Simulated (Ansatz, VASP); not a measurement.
**HfO2 in VASP and in Ansatz**

```
Hf O
1.0
     0.00000    2.55750    2.48077
     2.55750    0.00000    2.48077
     2.55750    2.55750    0.00000
Hf O
1 2
Direct
  0.00000 0.00000 0.00000
  0.25000 0.25000 0.25000
  0.75000 0.75000 0.75000
```

Change from the starting cell: z stretched by -3 %, ions relaxed.

Alike in both runs: functional PBE; k mesh 10 × 10 × 10; occupations fermi-dirac, width 0.02 eV; no spin polarisation.

Ansatz relaxed the structure, and its values are those at the end. VASP's run is a single point on that final structure, the one shown.

|  | VASP | Ansatz |
| --- | --- | --- |
| version | VASP 6.6.1 | Ansatz 0.2.0 |
| potentials or method | VASP PAW PBE potentials, release 64 (Hf_pv, O) | plane-wave PAW, scalar-relativistic |
| plane-wave cutoff (eV) | 520 | 420 |
| valence electrons in the cell | 22 | 38 |

VASP gave:

```
gap on the k mesh at the Fermi level (eV) : 3.49
pressure (GPa)                            : 1.4
```

Q: Which values does Ansatz return?

A: gap on the k mesh at the Fermi level (eV): 3.50; pressure (GPa): 5.2.

VASP's potentials hold 22 valence electrons a cell and Ansatz's 38, so a difference there can come from the potentials and not from the codes. Ansatz's warnings: stress scf threshold loose.

Neither program's run includes spin-orbit coupling.
